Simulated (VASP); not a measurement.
Input of a VASP 6.6.1 run:

INCAR

```
SYSTEM = TaN
PREC = Accurate
ENCUT = 520
EDIFF = 1E-6
ISMEAR = -1
SIGMA = 0.05
LREAL = .False.
LASPH = .True.
NELM = 80
ALGO = Normal
ISIF = 2
LWAVE = .False.
LCHARG = .False.
GGA = PE
NBANDS = 15
```

The input KPOINTS:

```
Automatic mesh
0
Gamma
  15 15 13
  0 0 0
```

File POSCAR:

```
TaN
1.0
    2.7257768986      0.0000000000      0.0000000000
   -1.3628884493      2.3605920392      0.0000000000
    0.0000000000      0.0000000000      2.7155350609
Ta N
1 1
Direct
    0.0000000000      0.0000000000      0.0000000000
    0.3333333333      0.6666666667      0.5000000000
```

Potentials or basis: VASP PAW PBE potentials, release 64 (Ta_pv, N).

Command:

```bash
$ cat potpaw_PBE.64/Ta_pv/POTCAR potpaw_PBE.64/N/POTCAR > POTCAR
$ mpirun -np 1 vasp_std > vasp.out
```

Predict the pressure.

123.2 GPa.

What does it give for the band gap on the k mesh?

Zero (band 8 reaches 11.03 eV, above the bottom of band 9 at 10.41 eV).

Stress tensor (GPa, compression positive):
```
123.00   0.00   0.00
  0.00 123.00   0.00
  0.00   0.00 123.55
```

Caveat: spin-orbit coupling is left out, which moves the levels of the heavy elements.
